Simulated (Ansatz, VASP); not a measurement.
## TiCrC4N4 in VASP and in Ansatz

```
Ti Cr C N
1.0
     5.93285    0.00000    0.00000
     0.00000    5.93285    0.00000
     0.00000    0.00000    5.93285
Ti Cr C N
1 1 4 4
Direct
  0.50000 0.50000 0.50000
  0.00000 0.00000 0.00000
  0.18859 0.18859 0.18859
  0.18859 0.81141 0.81141
  0.81141 0.18859 0.81141
  0.81141 0.81141 0.18859
  0.30245 0.30245 0.30245
  0.30245 0.69755 0.69755
  0.69755 0.30245 0.69755
  0.69755 0.69755 0.30245
```

Alike in both runs: task single point; functional PBE; k mesh 4 × 4 × 4; occupations gaussian, width 0.1 eV; collinear spin.

```csv
,VASP,Ansatz
version,VASP 6.6.1,Ansatz 0.2.0
potentials or method,"VASP PAW PBE potentials, release 64 (Ti_sv, Cr_pv, C, N), cutoff 520 eV","scalar-relativistic, plane waves, PAW"
valence electrons in the cell,60,62
```

VASP gave:

| Item | Value |
| --- | --- |
| gap on the k mesh at the Fermi level (eV) | none |
| pressure (GPa) | 0.0 |
| rms of the force components (eV/Å) | 1.660 |
| net moment per atom (μB) | 0.19 |
| size of the moment on the site where the two differ most (μB) | 0.46 |

Task: Estimate Ansatz's values.

Result: gap on the k mesh at the Fermi level (eV): none; pressure (GPa): 1.6; rms of the force components (eV/Å): 1.136; net moment per atom (μB): 0.33; size of the moment on the site where the two differ most (μB): 2.16.

The net moments are unlike, so the other rows may belong to different states. Site moments also hang on the region over which each program counts them. Atom by atom the forces differ by 0.650 eV/Å (rms over components). A gap of «none» marks a metal or a gap that the smearing closes. VASP's potentials hold 60 valence electrons a cell and Ansatz's 62, so a difference there can come from the potentials and not from the codes.

Noted on VASP's run: the standard files for N, O and F lose accuracy on very short bonds.
